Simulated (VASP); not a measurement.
Runs of VASP 6.6.1 on W. The structure is that of space group I4/mmm (No. 139), or close to it. The cells are those of the table. 

```tsv
cell	gap on the mesh (eV)	pressure (GPa)
a = 2.624, b = 2.624, c = 2.827 Å, angles 57.4, 57.4, 65.2°, 1 atom	none	(a)
a = 2.757, b = 2.757, c = 2.827 Å, angles 59.2, 59.2, 61.7°, 1 atom	none	18.0
a = 3.047, b = 3.047, c = 2.827 Å, angles 62.4, 62.4, 55.3°, 1 atom	none	(b)
a = 2.972, b = 2.972, c = 2.827 Å, angles 61.6, 61.6, 56.8°, 1 atom	none	-23.5
a = 2.690, b = 2.690, c = 2.827 Å, angles 58.3, 58.3, 63.4°, 1 atom	none	40.3
```

Alike in all rows: task single point; level PBEsol; potentials or basis VASP PAW PBE potentials, release 64 (W_sv); no spin polarisation; k mesh 20 × 20 × 20; cutoff (eV) 500; smearing gaussian 0.15 eV.

Question: Estimate the missing entries.

Answer: (a) 68.8; (b) -31.5.

Caveats: the PAW data sets were made with another functional, which shifts forces and pressure a little; spin-orbit coupling is left out, which moves the levels of the heavy elements; the stress differs along the axes, from 39 to 84 GPa (at least some runs); the stress differs along the axes, from 6 to 24 GPa (at least some runs); the stress differs along the axes, from -34 to -26 GPa (at least some runs); the stress differs along the axes, from -27 to -16 GPa (at least some runs); the stress differs along the axes, from 19 to 51 GPa (at least some runs).

A k mesh can miss the band edges, and the runs leave out spin-orbit coupling on W.

A gap of «none» marks levels without a gap at the run's occupations.
